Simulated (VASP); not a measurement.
Input of a VASP 6.6.1 run:

POSCAR

```
Fe
1.0
   -1.3828037700      1.3828037700      1.3828037700
    1.3828037700     -1.3828037700      1.3828037700
    1.3828037700      1.3828037700     -1.3828037700
Fe
1
Direct
    0.0000000000      0.0000000000      0.0000000000
```

INCAR.step1

```
ALGO = Normal
EDIFF = 1E-6
ENCUT = 510
GGA = CA
GGA_COMPAT = False
ISIF = 2
ISMEAR = -1
ISPIN = 2
LASPH = True
LCHARG = True
LDAU = True
LDAUJ = 0
LDAUL = 2
LDAUPRINT = 1
LDAUTYPE = 2
LDAUU = 2
LMAXMIX = 4
LORBIT = 11
LREAL = False
LWAVE = False
MAGMOM = -3.14
NBANDS = 18
NEDOS = 2001
NELM = 200
PREC = Accurate
SIGMA = 0.05
```

The input KPOINTS.step1:

```
k-points
0
Gamma
  13 13 13
```

File INCAR.step2:

```
ALGO = Normal
EDIFF = 1E-6
ENCUT = 510
GGA = CA
GGA_COMPAT = False
ICHARG = 11
ISIF = 2
ISMEAR = -5
ISPIN = 2
LASPH = True
LCHARG = False
LDAU = True
LDAUJ = 0
LDAUL = 2
LDAUPRINT = 1
LDAUTYPE = 2
LDAUU = 2
LMAXMIX = 4
LORBIT = 11
LREAL = False
LWAVE = False
MAGMOM = -3.14
NBANDS = 18
NEDOS = 2001
NELM = 200
PREC = Accurate
SIGMA = 0.05
```

Contents of KPOINTS.step2:

```
k-points
0
Gamma
  20 20 20
```

Potentials or basis: VASP PAW LDA potentials, release 64 (Fe_sv).

Run with:

```bash
$ cat potpaw_LDA.64/Fe_sv/POTCAR > POTCAR
$ cp INCAR.step1 INCAR
$ cp KPOINTS.step1 KPOINTS
$ mpirun -np 1 vasp_std > vasp.out
$ cp INCAR.step2 INCAR
$ cp KPOINTS.step2 KPOINTS
$ mpirun -np 1 vasp_std > vasp.out
```

Predict the site moments.

Fe -2.41 μB.

What does it give for the net moment?

-2.42 μB per cell.

Eigenvalues of the final occupation matrices:
| site | spin | trace | eigenvalues |
| --- | --- | --- | --- |
| site 1 d | 1 | 1.58 | 0.22 0.22 0.38 0.38 0.38 |
| site 1 d | 2 | 4.02 | 0.79 0.79 0.79 0.83 0.83 |

Caveat: the U is typed as a test and isn't derived for this compound. The state reached can hang on the start; a lower one may exist.
